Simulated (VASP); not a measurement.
Here is a VASP 6.6.1 calculation.

The input INCAR:

```
ALGO     = Normal         # electronic algorithm
EDIFF    = 1E-6           # SCF threshold, eV
ENCUT    = 520            # plane-wave cutoff, eV
GGA      = PS             # functional
ISIF     = 2              # what is computed and relaxed
ISMEAR   = -1             # smearing method
ISPIN    = 2              # spin polarisation
LASPH    = True           # aspherical terms in the spheres
LCHARG   = False          # write CHGCAR
LMAXMIX  = 4              # l up to which the mixer works
LORBIT   = 11             # projections on sites
LREAL    = False          # projectors in reciprocal space
LWAVE    = False          # write WAVECAR
MAGMOM   = 0.012 0.012 -0.445 -0.445 # initial moments
NBANDS   = 28             # bands
NELM     = 150            # most SCF steps
PREC     = Accurate       # precision mode
SIGMA    = 0.05           # smearing width, eV
```

KPOINTS

```
k-points
0
Gamma
  17 17 5
```

Contents of POSCAR:

```
Fe
1.0
    2.3528261547      0.0000000000      0.0000000000
   -1.1764130774      2.0376072206      0.0000000000
    0.0000000000      0.0000000000      7.5845147923
Fe
4
Direct
    0.0000000000      0.0000000000      0.0000000000
    0.0000000000      1.0000000000      0.5000000000
    0.3333333333      0.6666666667      0.2500000000
    0.6666666667      0.3333333333      0.7500000000
```

Potentials or basis: VASP PAW PBE potentials, release 64 (Fe).

Command:

```sh
$ cat potpaw_PBE.64/Fe/POTCAR > POTCAR
$ mpirun -np 1 vasp_std > vasp.out
```

Q: Estimate the site moments.

A: Fe -0.00, -0.07 (each value once) μB.

Q: Predict the net moment.

A: -0.14 μB per cell.

Q: What does it give for the pressure?

A: 30.6 GPa.

Stress tensor (GPa, compression positive):
```
30.81  0.00  0.00
 0.00 30.81  0.00
 0.00  0.00 30.26
```

Caveat: the cell stands under pressure; the PAW data sets were made with another functional, which shifts forces and pressure a little.
